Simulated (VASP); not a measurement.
A run of VASP 6.6.1 is set up as follows.

The input INCAR:

```
  PREC = Accurate
  ENCUT = 520
  EDIFF = 1E-7
  ISMEAR = 0
  SIGMA = 0.2
  LREAL = F
  LASPH = T
  NELM = 80
  ALGO = Normal
  ISIF = 2
  LWAVE = F
  LCHARG = F
  GGA = PE
  NBANDS = 62
```

File KPOINTS:

```
Automatic mesh
0
Gamma
  8 4 4
```

File POSCAR:

```
Ti2RuC3
1.0
    3.1083042683      0.0000000000      0.0000000000
    0.0000000000      5.3837409180      0.0000000000
    0.0000000000      0.0000000000      7.2198820917
Ti Ru C
4 2 6
Direct
    1.0000000000      0.3333333333      0.6733181658
    0.5000000000      0.8333333333      0.6733181658
    0.5000000000      0.1666666667      0.3266818342
    1.0000000000      0.6666666667      0.3266818342
    0.0000000000      0.0000000000      1.0000000000
    0.5000000000      0.5000000000      0.0000000000
    1.0000000000      0.0000000000      0.5000000000
    0.5000000000      0.5000000000      0.5000000000
    1.0000000000      0.3333333333      0.1598101740
    0.5000000000      0.8333333333      0.1598101740
    0.5000000000      0.1666666667      0.8401898260
    1.0000000000      0.6666666667      0.8401898260
```

Potentials or basis: VASP PAW PBE potentials, release 64 (Ti_sv, Ru_pv, C).

Launch:

```console
$ cat potpaw_PBE.64/Ti_sv/POTCAR potpaw_PBE.64/Ru_pv/POTCAR potpaw_PBE.64/C/POTCAR > POTCAR
$ mpirun -np 1 vasp_std > vasp.out
```

(1) What does it give for the largest force?

(2) What does it give for the pressure?

Results:

(1) 0.040 eV/Å.

(2) 0.2 GPa.
